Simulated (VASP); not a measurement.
A run of VASP 6.6.1 is set up as follows.

Contents of POSCAR:

```
Li3LaCd2
1.0
    4.8383628116      0.0000000000      0.0000000000
   -2.4191814058      4.1901451076      0.0000000000
    0.0000000000      0.0000000000      6.9409870212
Li La Cd
3 1 2
Direct
    0.3333333333      0.6666666667      0.6678909968
    0.6666666667      0.3333333333      0.3321090032
    0.0000000000      0.0000000000      0.5000000000
    0.0000000000      0.0000000000      0.0000000000
    0.3333333333      0.6666666667      0.2710049493
    0.6666666667      0.3333333333      0.7289950507
```

The input INCAR.step1:

```
ALGO = Normal
EDIFF = 1E-5
ENCUT = 970
GGA = PE
GGA_COMPAT = F
ISMEAR = -1
LASPH = T
LCHARG = F
LMAXMIX = 6
LREAL = F
LWAVE = T
NBANDS = 39
NELM = 200
PREC = Accurate
SIGMA = 0.1
```

The input INCAR.step2:

```
ALGO = Normal
EDIFF = 1E-6
ENCUT = 970
GGA_COMPAT = F
ISIF = 2
ISMEAR = -1
ISTART = 1
LASPH = T
LCHARG = T
LELF = T
LMAXMIX = 6
LMIXTAU = T
LREAL = F
LVHAR = T
LWAVE = F
METAGGA = R2SCAN
NBANDS = 39
NELM = 200
PREC = Accurate
SIGMA = 0.1
```

Contents of KPOINTS:

```
k-points
0
Gamma
  5 5 3
```

Potentials or basis: VASP PAW PBE potentials, release 64 (Li_sv, La, Cd_sv_GW).

Run with:

```bash
$ cat potpaw_PBE.64/Li_sv/POTCAR potpaw_PBE.64/La/POTCAR potpaw_PBE.64/Cd_sv_GW/POTCAR > POTCAR
$ cp INCAR.step1 INCAR
$ mpirun -np 1 vasp_std > vasp.out
$ cp INCAR.step2 INCAR
$ mpirun -np 1 vasp_std > vasp.out
```

Q: Predict the pressure.

A: -0.2 GPa.

Q: Predict the largest force.

A: 0.017 eV/Å.

Forces on the atoms (eV/Å):
```
Li   0.000  0.000 -0.007
Li   0.000  0.000  0.007
Li   0.000  0.000  0.000
La   0.000  0.000  0.000
Cd   0.000  0.000  0.017
Cd   0.000  0.000 -0.017
```

Caveat: the PAW data sets were made with another functional, which shifts forces and pressure a little.
